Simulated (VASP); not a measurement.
# CdTe (F-43m) in VASP: further runs

CdTe is run at these levels: BLYP, HSE06; tasks: single point.

Everything below comes from runs of VASP 6.6.1. Logs are shortened: lines on timing, memory, paths and dates and some standing lists are left out, and cuts for length are marked.

## 1. The cell of the first run

The structure is cubic, space group F-43m (No. 216). Conventional cell: a = 6.536 Å, b = 6.536 Å, c = 6.536 Å, α = 90.00°, β = 90.00°, γ = 90.00°. Within 3.7 Å of Te (site symmetry -43m) lie 4 Cd at 2.83 Å. Within 3.7 Å of Cd (site symmetry -43m) lie 4 Te at 2.83 Å.

## 2. Single point, BLYP

File INCAR:

```
SYSTEM = CdTe
AGGAC = 1.0 ; AGGAX = 1.0
ALDAC = 0.0 ; ALDAX = 1.0
ALGO = Normal ; EDIFF = 1E-6
ENCUT = 520 ; GGA = B5
ISIF = 2 ; ISMEAR = -1
LASPH = .True. ; LCHARG = .False.
LREAL = .False. ; LWAVE = .False.
NBANDS = 16 ; NELM = 60
PREC = Accurate ; SIGMA = 0.05
```

File KPOINTS:

```
k-points
0
Gamma
  7 7 7
  0 0 0
```

File POSCAR:

```
CdTe
1.0
    0.0000000000      3.2678590959      3.2678590959
    3.2678590959      0.0000000000      3.2678590959
    3.2678590959      3.2678590959      0.0000000000
Te Cd
1 1
Direct
    0.7500000000      0.7500000000      0.7500000000
    0.0000000000      0.0000000000      0.0000000000
```

Potentials or basis: VASP PAW PBE potentials, release 64 (Te, Cd).

Started as:

```bash
> cat potpaw_PBE.64/Te/POTCAR potpaw_PBE.64/Cd/POTCAR > POTCAR
> mpirun -np 1 vasp_std > vasp.out
```

OUTCAR:

```text
SYSTEM = CdTe
   EDIFF = 1E-6
   ENCUT = 520
   GGA = B5
   ISIF = 2
   ISMEAR = -1
   LASPH = .True.
   LREAL = .False.
   NELM = 60
   PREC = Accurate

 ion  position               nearest neighbor table
   1  0.750  0.750  0.750-   2 2.83   2 2.83   2 2.83   2 2.83
   2  0.000  0.000  0.000-   1 2.83   1 2.83   1 2.83   1 2.83

  LATTYP: Found a face centered cubic cell.
 ALAT       =     6.5357181918

  Lattice vectors:

 A1 = (   0.0000000000,   3.2678590959,   3.2678590959)
 A2 = (   3.2678590959,   0.0000000000,   3.2678590959)
 A3 = (   3.2678590959,   3.2678590959,   0.0000000000)

Analysis of symmetry for initial positions (statically):
=====================================================================
 Subroutine PRICEL returns:
 Original cell was already a primitive cell.

 Routine SETGRP: Setting up the symmetry group for a
 face centered cubic supercell.

 Subroutine GETGRP returns: Found 24 space group operations
 (whereof 24 operations were pure point group operations)
 out of a pool of 48 trial point group operations.

The static configuration has the point symmetry T_d .

Analysis of symmetry for dynamics (positions and initial velocities):
=====================================================================
 Subroutine PRICEL returns:
 Original cell was already a primitive cell.

 Routine SETGRP: Setting up the symmetry group for a
 face centered cubic supercell.

 Subroutine GETGRP returns: Found 24 space group operations
 (whereof 24 operations were pure point group operations)
 out of a pool of 48 trial point group operations.

The dynamic configuration has the point symmetry T_d .

 Subroutine INISYM returns: Found 24 space group operations
 (whereof 24 operations are pure point group operations),
 and found     1 'primitive' translations

----------------------------------------------------------------------------------------

                                     Primitive cell

  volume of cell :      69.7943

  direct lattice vectors                    reciprocal lattice vectors
     0.000000000  3.267859096  3.267859096    -0.153005373  0.153005373  0.153005373
     3.267859096  0.000000000  3.267859096     0.153005373 -0.153005373  0.153005373
     3.267859096  3.267859096  0.000000000     0.153005373  0.153005373 -0.153005373

  length of vectors
     4.621450653  4.621450653  4.621450653     0.265013080  0.265013080  0.265013080

  position of ions in fractional coordinates (direct lattice)
[... 72 lines left out ...]
   ENCUT  =  520.0 eV  38.22 Ry    6.18 a.u.   8.59  8.59  8.59*2*pi/ulx,y,z
   NELM   =     60;   NELMIN=  2; NELMDL= -5     # of ELM steps
   EDIFF  = 0.1E-05   stopping-criterion for ELM
   LREAL  =      F    real-space projection
   EDIFFG = 0.1E-04   stopping-criterion for IOM
   NSW    =      0    number of steps for IOM
   IBRION =     -1    ionic relax: 0-MD 1-quasi-New 2-CG
   NFREE  =      0    steps in history (QN), initial steepest desc. (CG)
   ISIF   =      2    stress and relaxation
   ISYM   =      2    0-nonsym 1-usesym 2-fastsym
   POTIM  = 0.5000    time-step for ionic-motion
   TEBEG  =    0.0;   TEEND  =   0.0 temperature during run
   PSTRESS=    0.0 pullay stress
   NELECT =      18.0000    total number of electrons
   NUPDOWN=      -1.0000    fix difference up-down
   EMIN   =  10.00;   EMAX   =-10.00  energy-range for DOS
   EFERMI =   0.00;   METHOD = LEGACY
   ISMEAR =    -1;   SIGMA  =   0.05  broadening in eV -4-tet -1-fermi 0-gaus
   EFERMI_NEDOS =   21; number of points for ismear=-14 and -15
   IALGO  =     38    algorithm
   IMIX   =      4    mixing-type and parameters
     AMIX     =   0.40;   BMIX     =  1.00
     AMIX_MAG =   1.60;   BMIX_MAG =  1.00
  volume/ion in A,a.u.               =      34.90       235.50
  Fermi-wavevector in a.u.,A,eV,Ry     =   1.042059  1.969206 14.774391  1.085887
  Thomas-Fermi vector in A             =   2.176707
   LORBIT       =      0    0 simple, 1 ext, 2 COOP (PROOUT), +10 PAW based schemes
   GGA     = B5    functional components
   LHFCALC =     F    Hartree Fock is set to
   AEXX    =    0.0000 exact exchange contribution
   IVDW    =     0    specifies the selected vdW correction
   LEPSILON=     F    determine dielectric tensor
   LRPA    =     F    only Hartree local field effects (RPA)
 non-spin polarized calculation
  energy-cutoff  :      520.00
  volume of cell :       69.79
 maximum number of plane-waves:      1899
   NGX = 17   NGY = 17   NGZ = 17

 number of electron      18.0000003 magnetization

 Free energy of the ion-electron system (eV)
  ---------------------------------------------------
  ext. energy  EPLUGINS =         0.00000000
  ---------------------------------------------------
  free energy    TOTEN  =        -3.73689374 eV

  energy without entropy =       -3.73687821  energy(sigma->0) =       -3.73688598

 E-fermi :   2.8821     XC(G=0):  -7.9719

 val. band max:        2.5335489058   @ k =   0.0000   0.0000   0.0000
 cond. band min:       3.1649661807   @ k =   0.0000   0.0000   0.0000
 fundamental gap:      0.6314172749
 Fermi energy:         2.8820878160

 k-point     1 :       0.0000    0.0000    0.0000
  band No.  band energies     occupation
      1      -8.5152      2.00000
      2      -5.7330      2.00000
      3      -5.7330      2.00000
      4      -5.7330      2.00000
      5      -5.4941      2.00000
      6      -5.4941      2.00000
[... 357 lines left out ...]
      3      -5.6143      2.00000
      4      -5.5224      2.00000
      5      -5.4903      2.00000
      6      -4.9782      2.00000
[... 8 lines left out ...]
     15      12.7115      0.00000
     16      14.4334      0.00000

------------------------ aborting loop because EDIFF is reached ----------------------------------------

  FORCE on cell =-STRESS in cart. coord.  units (eV):
  Direction    XX          YY          ZZ          XY          YZ          ZX
  --------------------------------------------------------------------------------------
  -------------------------------------------------------------------------------------
  Total        1.7863104      1.7863104      1.7863104      0.0000000      0.0000000     -0.0000000
  in kB       41.0060133     41.0060133     41.0060133      0.0000000      0.0000000     -0.0000000
  external PRESSURE =      41.0060133 kB  Pullay stress =       0.0000000 kB

 VOLUME and BASIS-vectors are now :
 -----------------------------------------------------------------------------
  energy-cutoff  :      520.00
  volume of cell :       69.79
      direct lattice vectors                 reciprocal lattice vectors
     0.000000000  3.267859096  3.267859096    -0.153005373  0.153005373  0.153005373
     3.267859096  0.000000000  3.267859096     0.153005373 -0.153005373  0.153005373
     3.267859096  3.267859096  0.000000000     0.153005373  0.153005373 -0.153005373

 POSITION                                       TOTAL-FORCE (eV/Angst)
 -----------------------------------------------------------------------------------
      4.90179      4.90179      4.90179        -0.000000     -0.000000      0.000000
      0.00000      0.00000      0.00000         0.000000      0.000000     -0.000000
 -----------------------------------------------------------------------------------
    total drift:                               -0.000001     -0.000001     -0.000001

  FREE ENERGIE OF THE ION-ELECTRON SYSTEM (eV)
  ---------------------------------------------------
  free  energy   TOTEN  =        -3.7368937368 eV

  energy  without entropy=       -3.7368782149  energy(sigma->0) =       -3.73688598
```

OSZICAR:

```text
N       E                     dE             d eps       ncg     rms          rms(c)
DAV:   1     0.105021463728E+03    0.10502E+03   -0.83202E+03   648   0.977E+02
DAV:   2    -0.154068182936E+00   -0.10518E+03   -0.10005E+03   768   0.237E+02
DAV:   3    -0.398559944030E+01   -0.38315E+01   -0.38258E+01   744   0.470E+01
DAV:   4    -0.402332856333E+01   -0.37729E-01   -0.37726E-01  1008   0.419E+00
DAV:   5    -0.402341901545E+01   -0.90452E-04   -0.90452E-04   792   0.196E-01    0.494E+00
DAV:   6    -0.375126304841E+01    0.27216E+00   -0.49530E-01   768   0.834E+00    0.417E+00
DAV:   7    -0.373602014279E+01    0.15243E-01   -0.11409E-01   776   0.214E+00    0.177E+00
DAV:   8    -0.373665317220E+01   -0.63303E-03   -0.98572E-03   704   0.112E+00    0.468E-01
DAV:   9    -0.373685334507E+01   -0.20017E-03   -0.89329E-04   768   0.317E-01    0.111E-01
DAV:  10    -0.373687789779E+01   -0.24553E-04   -0.98974E-05   736   0.903E-02    0.683E-02
DAV:  11    -0.373689560337E+01   -0.17706E-04   -0.43968E-05   752   0.446E-02    0.267E-02
DAV:  12    -0.373689385425E+01    0.17491E-05   -0.47879E-06   696   0.159E-02    0.139E-02
DAV:  13    -0.373689373680E+01    0.11745E-06   -0.32614E-07   432   0.307E-03
   1 F= -.37368937E+01 E0= -.37368860E+01  d E =-.155219E-04
```

stdout:

```text
POSCAR found type information on POSCAR TeCd
 POSCAR found :  2 types and       2 ions
 scaLAPACK will be used
 -----------------------------------------------------------------------------
|                                                                             |
|                                                                             |
|     You enforced a specific xc type in the INCAR file but a different       |
|     I HOPE YOU KNOW WHAT YOU ARE DOING!                                     |
|                                                                             |
 -----------------------------------------------------------------------------

 LDA part: xc-table for (Slater(with rela. corr.)+VWN5), standard interpolation
 POSCAR, INCAR and KPOINTS ok, starting setup
 FFT: planning ... GRIDC
 FFT: planning ... GRID_SOFT
 FFT: planning ... GRID
 WAVECAR not read
 entering main loop
```

It took 55 s on 1 thread of AMD EPYC 7R43 (Zen 3), shared host; peak memory 0.18 GiB.

Results:

| Item | Value |
| --- | --- |
| Free energy | -3.7369 eV |
| Pressure | 4.1 GPa |
| Band gap on the k mesh | 0.63 eV |

Caveat: the cell stands under pressure; the PAW data sets were made with another functional, which shifts forces and pressure a little; spin-orbit coupling is left out, which moves the levels of the heavy elements. BLYP gaps usually lie below the measured ones, often by a third to a half.

## 3. Single point, HSE06

This run uses another cell than the first one, of 32.92 Å³/atom.

File POSCAR:

```
CdTe
1.0
    0.0000000000      3.2050000000      3.2050000000
    3.2050000000      0.0000000000      3.2050000000
    3.2050000000      3.2050000000      0.0000000000
Te Cd
1 1
Direct
    0.7500000000      0.7500000000      0.7500000000
    0.0000000000      0.0000000000      0.0000000000
```

File INCAR.step1:

```
PREC = Accurate
ENCUT = 520
EDIFF = 1E-5
ISMEAR = -1
SIGMA = 0.05
LREAL = False
LASPH = True
NELM = 100
ALGO = Normal
ISIF = 2
LWAVE = True
NBANDS = 16
GGA = PE
```

File INCAR.step2:

```
PREC = Accurate
ENCUT = 520
EDIFF = 1E-7
ISMEAR = -1
SIGMA = 0.05
LREAL = False
LASPH = True
NELM = 100
ALGO = Normal
ISIF = 2
LWAVE = False
LCHARG = True
GGA = PE
LHFCALC = True
HFSCREEN = 0.2079
PRECFOCK = Normal
LELF = True
LVHAR = True
NBANDS = 16
ISTART = 1
```

File KPOINTS:

```
regular mesh
0
Gamma
  4 4 4
```

Potentials or basis: VASP PAW PBE potentials, release 64 (Te, Cd).

Started as:

```bash
> cat potpaw_PBE.64/Te/POTCAR potpaw_PBE.64/Cd/POTCAR > POTCAR
> cp INCAR.step1 INCAR
> mpirun -np 1 vasp_std > vasp.out
> cp INCAR.step2 INCAR
> mpirun -np 1 vasp_std > vasp.out
```

It took 12 min on 1 thread of Intel Xeon Platinum 8259CL at 2.50GHz (Skylake/Cascade Lake), shared host; peak memory 0.32 GiB.

Results (log left out):

```yaml
Free_energy: -5.9410 eV
Pressure: 3.5 GPa
Band_gap_on_the_k_mesh: 1.67 eV
```

Levels at points of the mesh, in eV from the valence-band top:
| k point | band 7 | band 8 | band 9 | band 10 | band 11 | band 12 |
| --- | --- | --- | --- | --- | --- | --- |
| (0.00, 0.00, 0.00) | 0.00 | 0.00 | 0.00 | 1.67 | 5.45 | 5.45 |
| (0.50, 0.00, 0.00) | -4.95 | -0.88 | -0.88 | 2.66 | 6.04 | 6.04 |
| (0.50, 0.50, 0.00) | -4.78 | -2.12 | -2.12 | 3.19 | 3.46 | 10.20 |

Caveat: the k points lie up to 0.42 Å⁻¹ apart; the PAW data sets were made with another functional, which shifts forces and pressure a little; spin-orbit coupling is left out, which moves the levels of the heavy elements.

## 4. Single point, HSE06

This run uses another cell than the first one, of 33.58 Å³/atom.

File POSCAR:

```
CdTe
1.0
    0.0000000000      3.2262257841      3.2262257841
    3.2262257841      0.0000000000      3.2262257841
    3.2262257841      3.2262257841      0.0000000000
Te Cd
1 1
Direct
    0.7500000000      0.7500000000      0.7500000000
    0.0000000000      0.0000000000      0.0000000000
```

File INCAR.step1:

```
SYSTEM = CdTe
ALGO = Normal
EDIFF = 1E-5
ENCUT = 520
GGA = PE
ISIF = 2
ISMEAR = -1
LASPH = .TRUE.
LCHARG = .FALSE.
LREAL = .FALSE.
LWAVE = .TRUE.
NBANDS = 16
NELM = 100
PREC = Accurate
SIGMA = 0.05
```

File INCAR.step2:

```
SYSTEM = CdTe
ALGO = Normal
EDIFF = 1E-6
ENCUT = 520
GGA = PE
HFSCREEN = 0.2079
ISIF = 2
ISMEAR = -1
ISTART = 1
LASPH = .TRUE.
LCHARG = .FALSE.
LHFCALC = .TRUE.
LREAL = .FALSE.
LWAVE = .FALSE.
NBANDS = 16
NELM = 100
PREC = Accurate
PRECFOCK = Normal
SIGMA = 0.05
```

File KPOINTS:

```
k-points
0
G
  4 4 4
  0 0 0
```

Started as:

```bash
> cat potpaw_PBE.64/Te/POTCAR potpaw_PBE.64/Cd/POTCAR > POTCAR
> cp INCAR.step1 INCAR
> mpirun -np 1 vasp_std > vasp.out
> cp INCAR.step2 INCAR
> mpirun -np 1 vasp_std > vasp.out
```

Wall time 13 min (1 thread of Intel Xeon Platinum 8259CL at 2.50GHz (Skylake/Cascade Lake), shared host); peak memory 0.32 GiB.

Results (log left out):

```
Free energy            : -5.9659 eV
Pressure               : 2.5 GPa
Band gap on the k mesh : 1.61 eV
```

Levels at points of the mesh, in eV from the valence-band top:
```
           k point  band 6  band 7  band 8  band 9  band 10  band 11  band 12  band 13
(0.00, 0.00, 0.00)   -9.37    0.00    0.00    0.00     1.61     5.46     5.46     5.46
(0.50, 0.00, 0.00)   -8.91   -4.82   -0.85   -0.85     2.64     6.05     6.05     7.99
(0.50, 0.50, 0.00)   -8.71   -4.67   -2.05   -2.05     3.24     3.47    10.07    10.45
```

Caveat: the k points lie up to 0.42 Å⁻¹ apart; the PAW data sets were made with another functional, which shifts forces and pressure a little; spin-orbit coupling is left out, which moves the levels of the heavy elements.

## 5. Single point, HSE06

This run uses another cell than the first one, of 34.24 Å³/atom.

File POSCAR:

```
CdTe
1.0
    0.0000000000      3.2471758892      3.2471758892
    3.2471758892      0.0000000000      3.2471758892
    3.2471758892      3.2471758892      0.0000000000
Te Cd
1 1
Direct
    0.7500000000      0.7500000000      0.7500000000
    0.0000000000      0.0000000000      0.0000000000
```

File INCAR.step1:

```
ALGO = Normal ; EDIFF = 1E-5
ENCUT = 520 ; GGA = PE
ISIF = 2 ; ISMEAR = -1
LASPH = True ; LREAL = False
LWAVE = True ; NBANDS = 16
NELM = 60 ; PREC = Accurate
SIGMA = 0.05
```

File INCAR.step2:

```
ALGO = Normal ; EDIFF = 1E-6
ENCUT = 520 ; GGA = PE
HFSCREEN = 0.2079 ; ISIF = 2
ISMEAR = -1 ; ISTART = 1
LASPH = True ; LCHARG = True
LELF = True ; LHFCALC = True
LREAL = False ; LVHAR = True
LWAVE = False ; NBANDS = 16
NELM = 60 ; PREC = Accurate
PRECFOCK = Normal ; SIGMA = 0.05
```

File KPOINTS:

```
k-points
0
Gamma
  4 4 4
```

Started as:

```bash
> cat potpaw_PBE.64/Te/POTCAR potpaw_PBE.64/Cd/POTCAR > POTCAR
> cp INCAR.step1 INCAR
> mpirun -np 1 vasp_std > vasp.out
> cp INCAR.step2 INCAR
> mpirun -np 1 vasp_std > vasp.out
```

It took 12 min on 1 thread of Intel Xeon Platinum 8259CL at 2.50GHz (Skylake/Cascade Lake), shared host; peak memory 0.32 GiB.

It converged, with:

```
Free energy            : -5.9826 eV
Pressure               : 1.5 GPa
Band gap on the k mesh : 1.54 eV
```

Levels at points of the mesh, in eV from the valence-band top:
| k point | band 5 | band 6 | band 7 | band 8 | band 9 | band 10 | band 11 | band 12 | band 13 | band 14 |
| --- | --- | --- | --- | --- | --- | --- | --- | --- | --- | --- |
| (0.00, 0.00, 0.00) | -9.32 | -9.32 | 0.00 | 0.00 | 0.00 | 1.54 | 5.47 | 5.47 | 5.47 | 8.50 |
| (0.50, 0.00, 0.00) | -9.31 | -8.88 | -4.70 | -0.82 | -0.82 | 2.61 | 6.05 | 6.05 | 7.98 | 9.73 |
| (0.50, 0.50, 0.00) | -9.29 | -8.69 | -4.57 | -1.98 | -1.98 | 3.28 | 3.47 | 9.95 | 10.34 | 10.34 |

Caveat: the PAW data sets were made with another functional, which shifts forces and pressure a little; spin-orbit coupling is left out, which moves the levels of the heavy elements.

## 6. Summary

```tsv
level	cell	k mesh	grid for exact exchange (PRECFOCK)	share of exact exchange	screening parameter	gap on the mesh (eV)	pressure (GPa)
BLYP	a = 4.621 Å, angles 60.0°, 2 atoms	7 × 7 × 7	-	-	-	0.63	4.1
HSE06	a = 4.533 Å, angles 60.0°, 2 atoms	4 × 4 × 4	Normal	0.25	0.2079 1/Å	1.67	3.5
HSE06	a = 4.563 Å, angles 60.0°, 2 atoms	4 × 4 × 4	Normal	0.25	0.2079 1/Å	1.61	2.5
HSE06	a = 4.592 Å, angles 60.0°, 2 atoms	4 × 4 × 4	Normal	0.25	0.2079 1/Å	1.54	1.5
```

Alike in all rows: task single point; potentials or basis VASP PAW PBE potentials, release 64 (Te, Cd); no spin polarisation; cutoff (eV) 520; smearing fermi-dirac 0.05 eV.

Caveats: some runs use coarse meshes; the PAW data sets were made with another functional, which shifts forces and pressure a little; spin-orbit coupling is left out, which moves the levels of the heavy elements; the cell stands under pressure (at least some runs).

Total energies depend on the potentials used, so only differences within one code and one set of settings carry meaning.
